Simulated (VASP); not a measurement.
Input of a VASP 6.6.1 run:

File INCAR:

```
SYSTEM = Cu
ALGO = Fast
EDIFF = 1E-6
ENCUT = 520
GGA = PE
ISIF = 2
ISMEAR = 0
LASPH = .TRUE.
LCHARG = .FALSE.
LREAL = .FALSE.
LWAVE = .FALSE.
NBANDS = 18
NELM = 60
PREC = Accurate
SIGMA = 0.1
```

The input KPOINTS:

```
k-points
0
G
  14 14 16
  0 0 0
```

File POSCAR:

```
Cu
1.0
    3.0395937007      0.0000000000      0.0000000000
    0.0000000000      3.0395937007      0.0000000000
    0.0000000000      0.0000000000      2.7094467978
Cu
2
Direct
    0.0000000000      0.0000000000      0.0000000000
    0.5000000000      0.5000000000      0.5000000000
```

Potentials or basis: VASP PAW PBE potentials, release 64 (Cu).

Command:

```console
$ cat potpaw_PBE.64/Cu/POTCAR > POTCAR
$ mpirun -np 1 vasp_std > vasp.out
```

Task: Predict the pressure.

Result: -4.2 GPa.

Task: What does it give for the band gap on the k mesh?

Result: Zero (band 11 reaches 12.69 eV, above the bottom of band 12 at 5.35 eV).

Stress tensor (GPa, compression positive):
```
-4.34  0.00  0.00
 0.00 -4.34  0.00
 0.00  0.00 -3.84
```

Caveat: the cell differs from its parent crystal (biaxial strain in the a-b plane: +3.0 %).
